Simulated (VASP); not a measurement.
# CuI (Marshite): relaxation of cell and atoms with BLYP+D3(BJ)

CuI (Marshite):

```
CELL_PARAMETERS angstrom
0.00000 3.03150 3.03150
3.03150 0.00000 3.03150
3.03150 3.03150 0.00000
ATOMIC_POSITIONS crystal
I 0.00000 0.00000 0.00000
Cu 0.75000 0.75000 0.75000
```

```yaml
Program: VASP 6.6.1
Task: relaxation of cell and atoms
Functional: BLYP
Dispersion: D3(BJ)
Potentials_or_basis: VASP PAW PBE potentials, release 64 (I, Cu)
Cutoff: 600 eV
k_mesh: 8 × 8 × 8
Occupations: fermi-dirac, width 0.05 eV
Spin: no spin polarisation
Dipole_correction: no
Further_INCAR_settings: ALGO = Normal; EDIFF = 1e-06; IBRION = 2; EDIFFG = -0.01; NSW = 60; ISIF = 3
```

The relaxed volume is 26.70 Å³/atom, the relaxed cell is a = 4.227 Å, b = 4.227 Å, c = 4.227 Å, α = 60.00°, β = 60.00°, γ = 60.00° and the space group after relaxing (to 0.05 Å) is F-43m (No. 216). The energy gained by relaxing is 5.7 meV/atom, the ionic steps are 2 and the pressure after relaxing is 0.0 GPa. The band gap on the k mesh is 1.35 eV, direct and the dispersion energy per atom is -0.814 eV.

The path:
```csv
step,energy change (eV),largest force (eV/Å),pressure (GPa),volume (Å³)
1,0.0000,0.0000,-1.67,55.72
2,-0.0114,0.0000,0.04,53.41
```

Final structure:
```
I Cu
1.0
     0.00000    2.98895    2.98895
     2.98895    0.00000    2.98895
     2.98895    2.98895    0.00000
I Cu
1 1
Direct
  0.00000 0.00000 0.00000
  0.75000 0.75000 0.75000
```

Levels at points of the mesh, in eV from the valence-band top:
```
           k point  band 5  band 6  band 7  band 8  band 9  band 10  band 11  band 12  band 13
(0.00, 0.00, 0.00)   -2.05   -2.05    0.00    0.00    0.00     1.35     4.94     4.94     4.94
(0.50, 0.00, 0.00)   -2.03   -2.03   -1.98   -0.78   -0.78     2.27     5.50     5.50     7.70
(0.50, 0.50, 0.00)   -2.08   -1.98   -1.97   -1.66   -1.66     2.81     2.96     9.60    10.04
```

Wall time 37 s on 1 thread of Intel(R) Xeon(R) 6975P-C (Granite Rapids), on a shared host, peak memory 0.23 GiB.

Caveat: the PAW data sets were made with another functional, which shifts forces and pressure a little; spin-orbit coupling is left out, which moves the levels of the heavy elements.
